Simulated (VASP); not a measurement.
# FeCo (Pm-3m) in VASP: further runs

The runs below take FeCo through single point, with PBE.

Everything below comes from runs of VASP 6.6.1. Logs are shortened: lines on timing, memory, paths and dates and some standing lists are left out, and cuts for length are marked.

## 1. The cell of the first run

Symmetry: Pm-3m, No. 221, cubic system. The conventional cell has a = 2.723 Å, b = 2.723 Å, c = 2.723 Å, α = 90.00°, β = 90.00°, γ = 90.00°. Within 3.1 Å of Fe (site symmetry m-3m) lie 8 Co at 2.36 Å and 6 Fe at 2.72 Å. Co (site symmetry m-3m) has 8 Fe at 2.36 Å and 6 Co at 2.72 Å within 3.1 Å.

## 2. Single point, PBE (10.10 Å³/atom)

INCAR

```
PREC = Accurate
ENCUT = 690
EDIFF = 1E-6
ISMEAR = 0
SIGMA = 0.05
LREAL = False
LASPH = True
NELM = 120
ALGO = Normal
ISIF = 2
LWAVE = False
LCHARG = False
GGA = PE
NBANDS = 24
GGA_COMPAT = False
```

KPOINTS

```
regular mesh
0
Gamma
  16 16 16
```

POSCAR

```
FeCo
1.0
    2.7231936910      0.0000000000      0.0000000000
    0.0000000000      2.7231936910      0.0000000000
    0.0000000000      0.0000000000      2.7231936910
Fe Co
1 1
Direct
    0.5000000000      0.5000000000      0.5000000000
    0.0000000000      0.0000000000      0.0000000000
```

Potentials or basis: VASP PAW PBE potentials, release 64 (Fe_sv, Co_sv).

Command:

```
$ cat potpaw_PBE.64/Fe_sv/POTCAR potpaw_PBE.64/Co_sv/POTCAR > POTCAR
$ mpirun -np 1 vasp_std > vasp.out
```

OUTCAR:

```text
PREC = Accurate
   ENCUT = 690
   EDIFF = 1E-6
   ISMEAR = 0
   LREAL = False
   LASPH = True
   NELM = 120
   ISIF = 2
   GGA = PE

 ion  position               nearest neighbor table
   1  0.500  0.500  0.500-   2 2.36   2 2.36   2 2.36   2 2.36   2 2.36   2 2.36   2 2.36   2 2.36

   2  0.000  0.000  0.000-   1 2.36   1 2.36   1 2.36   1 2.36   1 2.36   1 2.36   1 2.36   1 2.36

  LATTYP: Found a simple cubic cell.
 ALAT       =     2.7231936910

  Lattice vectors:

 A1 = (   2.7231936910,   0.0000000000,   0.0000000000)
 A2 = (   0.0000000000,   2.7231936910,   0.0000000000)
 A3 = (   0.0000000000,   0.0000000000,   2.7231936910)

Analysis of symmetry for initial positions (statically):
=====================================================================
 Subroutine PRICEL returns:
 Original cell was already a primitive cell.

 Routine SETGRP: Setting up the symmetry group for a
 simple cubic supercell.

 Subroutine GETGRP returns: Found 48 space group operations
 (whereof 48 operations were pure point group operations)
 out of a pool of 48 trial point group operations.

The static configuration has the point symmetry O_h .

Analysis of symmetry for dynamics (positions and initial velocities):
=====================================================================
 Subroutine PRICEL returns:
 Original cell was already a primitive cell.

 Routine SETGRP: Setting up the symmetry group for a
 simple cubic supercell.

 Subroutine GETGRP returns: Found 48 space group operations
 (whereof 48 operations were pure point group operations)
 out of a pool of 48 trial point group operations.

The dynamic configuration has the point symmetry O_h .

 Subroutine INISYM returns: Found 48 space group operations
 (whereof 48 operations are pure point group operations),
 and found     1 'primitive' translations

----------------------------------------------------------------------------------------

                                     Primitive cell

  volume of cell :      20.1946

  direct lattice vectors                    reciprocal lattice vectors
     2.723193691  0.000000000  0.000000000     0.367215892  0.000000000  0.000000000
     0.000000000  2.723193691  0.000000000     0.000000000  0.367215892  0.000000000
     0.000000000  0.000000000  2.723193691     0.000000000  0.000000000  0.367215892

  length of vectors
     2.723193691  2.723193691  2.723193691     0.367215892  0.367215892  0.367215892

  position of ions in fractional coordinates (direct lattice)
     0.500000000  0.500000000  0.500000000
     0.000000000  0.000000000  0.000000000

  ion indices of the primitive-cell ions
   primitive index   ion index
                 1           1
                 2           2

----------------------------------------------------------------------------------------

 KPOINTS: regular mesh

Automatic generation of k-mesh.
 Grid dimensions read from file:
 generate k-points for:   16   16   16

 Generating k-lattice:

  Cartesian coordinates                     Fractional coordinates (reciprocal lattice)
     0.022950993  0.000000000  0.000000000     0.062500000  0.000000000  0.000000000
     0.000000000  0.022950993  0.000000000     0.000000000  0.062500000  0.000000000
     0.000000000  0.000000000  0.022950993     0.000000000  0.000000000  0.062500000

  Length of vectors
     0.022950993  0.022950993  0.022950993

  Shift w.r.t. Gamma in fractional coordinates (k-lattice)
     0.000000000  0.000000000  0.000000000

 Subroutine IBZKPT returns following result:
 ===========================================

 Found    165 irreducible k-points:

 Following reciprocal coordinates:
            Coordinates               Weight
  0.000000  0.000000  0.000000      1.000000
  0.062500  0.000000  0.000000      6.000000
  0.125000  0.000000  0.000000      6.000000
  0.187500  0.000000  0.000000      6.000000
  0.250000  0.000000  0.000000      6.000000
  0.312500  0.000000  0.000000      6.000000
[... 16 lines left out ...]
  0.437500  0.125000  0.000000     24.000000
  0.500000  0.125000  0.000000     12.000000
 [... further k-points ...]
   k-points           NKPTS =    165   k-points in BZ     NKDIM =    165   number of bands    NBANDS=     24
   number of dos      NEDOS =    301   number of ions     NIONS =      2
   total plane-waves  NPLWV =  13824
   dimension x,y,z NGX =    24 NGY =   24 NGZ =   24
   dimension x,y,z NGXF=    48 NGYF=   48 NGZF=   48
   ions per type =               1   1
   NGX,Y,Z   is equivalent  to a cutoff of  14.65, 14.65, 14.65 a.u.
   NGXF,Y,Z  is equivalent  to a cutoff of  29.30, 29.30, 29.30 a.u.
 SYSTEM =  unknown system
   PREC   = accura    normal or accurate (medium, high low for compatibility)
   ISTART =      0    job   : 0-new  1-cont  2-samecut
   ICHARG =      2    charge: 1-file 2-atom 10-const
   ISPIN  =      1    spin polarized calculation?
   LNONCOLLINEAR =      F non collinear calculations
   LSORBIT =      F    spin-orbit coupling
   LASPH  =      T    aspherical Exc in radial PAW
   ENCUT  =  690.0 eV  50.71 Ry    7.12 a.u.   5.83  5.83  5.83*2*pi/ulx,y,z
   NELM   =    120;   NELMIN=  2; NELMDL= -5     # of ELM steps
   EDIFF  = 0.1E-05   stopping-criterion for ELM
   LREAL  =      F    real-space projection
[... 7 lines left out ...]
   TEBEG  =    0.0;   TEEND  =   0.0 temperature during run
   PSTRESS=    0.0 pullay stress
   NELECT =      33.0000    total number of electrons
   NUPDOWN=      -1.0000    fix difference up-down
   EMIN   =  10.00;   EMAX   =-10.00  energy-range for DOS
   EFERMI =   0.00;   METHOD = LEGACY
   ISMEAR =     0;   SIGMA  =   0.05  broadening in eV -4-tet -1-fermi 0-gaus
   EFERMI_NEDOS =   21; number of points for ismear=-14 and -15
   IALGO  =     38    algorithm
   IMIX   =      4    mixing-type and parameters
     AMIX     =   0.40;   BMIX     =  1.00
     AMIX_MAG =   1.60;   BMIX_MAG =  1.00
  volume/ion in A,a.u.               =      10.10        68.14
  Fermi-wavevector in a.u.,A,eV,Ry     =   1.928269  3.643900 50.589471  3.718221
  Thomas-Fermi vector in A             =   2.960995
   LORBIT       =      0    0 simple, 1 ext, 2 COOP (PROOUT), +10 PAW based schemes
   GGA     = PE    functional components
   LHFCALC =     F    Hartree Fock is set to
   AEXX    =    0.0000 exact exchange contribution
   IVDW    =     0    specifies the selected vdW correction
   LEPSILON=     F    determine dielectric tensor
   LRPA    =     F    only Hartree local field effects (RPA)
 non-spin polarized calculation
 Gauss-broadening in eV      SIGMA  =   0.05
  energy-cutoff  :      690.00
  volume of cell :       20.19
 maximum number of plane-waves:       855
 NGX is ok and might be reduce to    24
   NGX = 11   NGY = 11   NGZ = 11

 number of electron      33.0000019 magnetization

 Free energy of the ion-electron system (eV)
  ---------------------------------------------------
  ext. energy  EPLUGINS =         0.00000000
  ---------------------------------------------------
  free energy    TOTEN  =       -14.50064900 eV

  energy without entropy =      -14.49135359  energy(sigma->0) =      -14.49600129

 E-fermi :  13.6290     XC(G=0): -14.4322

 val. band max:       13.6267238684   @ k =   0.3125   0.1875   0.1875
 cond. band min:      13.6300146922   @ k =   0.5000   0.3750   0.1875
 fundamental gap:      0.0032908239
 Fermi energy:        13.6290372872

 k-point     1 :       0.0000    0.0000    0.0000
  band No.  band energies     occupation
      1     -81.4041      2.00000
      2     -73.4312      2.00000
      3     -44.6635      2.00000
      4     -44.6635      2.00000
      5     -44.6635      2.00000
      6     -39.4433      2.00000
[... 16 lines left out ...]
     23      30.7001      0.00000
     24      30.7001      0.00000

 k-point     2 :       0.0625    0.0000    0.0000
  band No.  band energies     occupation
      1     -81.4038      2.00000
      2     -73.4308      2.00000
      3     -44.6657      2.00000
      4     -44.6629      2.00000
      5     -44.6629      2.00000
      6     -39.4475      2.00000
[... 16 lines left out ...]
     23      30.7185      0.00000
     24      31.1325      0.00000

 k-point     3 :       0.1250    0.0000    0.0000
  band No.  band energies     occupation
      1     -81.4031      2.00000
      2     -73.4300      2.00000
      3     -44.6725      2.00000
      4     -44.6618      2.00000
      5     -44.6618      2.00000
      6     -39.4601      2.00000
[... 16 lines left out ...]
     23      30.7749      0.00000
     24      31.9649      0.00000

 k-point     4 :       0.1875    0.0000    0.0000
  band No.  band energies     occupation
      1     -81.4021      2.00000
      2     -73.4286      2.00000
      3     -44.6826      2.00000
      4     -44.6599      2.00000
      5     -44.6599      2.00000
      6     -39.4789      2.00000
[... 16 lines left out ...]
     23      30.8730      0.00000
     24      32.6487      0.00000

 k-point     5 :       0.2500    0.0000    0.0000
  band No.  band energies     occupation
      1     -81.4008      2.00000
      2     -73.4271      2.00000
      3     -44.6944      2.00000
      4     -44.6576      2.00000
      5     -44.6576      2.00000
      6     -39.5008      2.00000
[... 16 lines left out ...]
     23      31.0189      0.00000
     24      33.1003      0.00000

 k-point     6 :       0.3125    0.0000    0.0000
  band No.  band energies     occupation
      1     -81.3996      2.00000
      2     -73.4255      2.00000
      3     -44.7065      2.00000
      4     -44.6556      2.00000
      5     -44.6556      2.00000
      6     -39.5231      2.00000
[... 16 lines left out ...]
     23      31.2202      0.00000
     24      33.4514      0.00000
[... 379 lines left out ...]
 k-point    21 :       0.3125    0.1250    0.0000
  band No.  band energies     occupation
      1     -81.3988      2.00000
      2     -73.4242      2.00000
      3     -44.7067      2.00000
      4     -44.6664      2.00000
      5     -44.6547      2.00000
      6     -39.5205      2.00000
[... 16 lines left out ...]
     23      31.9878      0.00000
     24      32.4742      0.00000

 k-point    22 :       0.3750    0.1250    0.0000
  band No.  band energies     occupation
      1     -81.3977      2.00000
      2     -73.4228      2.00000
      3     -44.7171      2.00000
      4     -44.6651      2.00000
      5     -44.6530      2.00000
      6     -39.5385      2.00000
[... 16 lines left out ...]
     23      31.1680      0.00000
     24      32.3649      0.00000

 k-point    23 :       0.4375    0.1250    0.0000
  band No.  band energies     occupation
      1     -81.3971      2.00000
      2     -73.4219      2.00000
      3     -44.7240      2.00000
      4     -44.6643      2.00000
      5     -44.6519      2.00000
      6     -39.5503      2.00000
[... 16 lines left out ...]
     23      31.0202      0.00000
     24      32.7716      0.00000

 k-point    24 :       0.5000    0.1250    0.0000
  band No.  band energies     occupation
      1     -81.3968      2.00000
      2     -73.4216      2.00000
      3     -44.7265      2.00000
      4     -44.6641      2.00000
      5     -44.6516      2.00000
      6     -39.5545      2.00000
[... 16 lines left out ...]
     23      32.3472      0.00000
     24      32.6143      0.00000

 [... further k-points ...]
[... 5 lines left out ...]
  --------------------------------------------------------------------------------------
  -------------------------------------------------------------------------------------
  Total        1.2244906      1.2244906      1.2244906      0.0000000      0.0000000      0.0000000
  in kB       97.1472354     97.1472354     97.1472354      0.0000000      0.0000000      0.0000000
  external PRESSURE =      97.1472354 kB  Pullay stress =       0.0000000 kB

 VOLUME and BASIS-vectors are now :
 -----------------------------------------------------------------------------
  energy-cutoff  :      690.00
  volume of cell :       20.19
      direct lattice vectors                 reciprocal lattice vectors
     2.723193691  0.000000000  0.000000000     0.367215892  0.000000000  0.000000000
     0.000000000  2.723193691  0.000000000     0.000000000  0.367215892  0.000000000
     0.000000000  0.000000000  2.723193691     0.000000000  0.000000000  0.367215892

 POSITION                                       TOTAL-FORCE (eV/Angst)
 -----------------------------------------------------------------------------------
      1.36160      1.36160      1.36160         0.000000      0.000000      0.000000
      0.00000      0.00000      0.00000         0.000000      0.000000      0.000000
 -----------------------------------------------------------------------------------
    total drift:                                0.000000      0.000000     -0.000000

  FREE ENERGIE OF THE ION-ELECTRON SYSTEM (eV)
  ---------------------------------------------------
  free  energy   TOTEN  =       -14.5006489995 eV

  energy  without entropy=      -14.4913535867  energy(sigma->0) =      -14.49600129
```

It took 42 s on 1 thread of Intel Xeon Platinum 8488C (Sapphire Rapids), shared host; peak memory 0.23 GiB.

Results:

```yaml
Free_energy: -14.5006 eV
Pressure: 9.7 GPa
Band_gap_on_the_k_mesh: zero (an odd number of electrons rules out a gap without spin polarisation)
```

Levels at points of the mesh, in eV from the Fermi level:
```tsv
k point	band 12	band 13	band 14	band 15	band 16	band 17	band 18	band 19	band 20	band 21
(0.00, 0.00, 0.00)	-1.92	-1.92	-1.92	-0.15	-0.15	0.94	0.94	0.94	10.65	10.65
(0.50, 0.00, 0.00)	-2.42	-1.61	-1.61	-1.27	-1.27	-0.78	-0.28	0.82	1.41	18.41
(0.50, 0.50, 0.00)	-3.21	-0.28	-0.17	-0.09	0.36	0.36	0.38	1.24	1.24	8.46
(0.50, 0.50, 0.50)	-3.13	-3.13	-3.13	-0.13	-0.13	0.42	0.42	9.44	9.44	9.44
```

Caveat: the cell stands under pressure; the run has no spin polarisation, though such a crystal can be magnetic.

(Continued in part 2 of 2.)
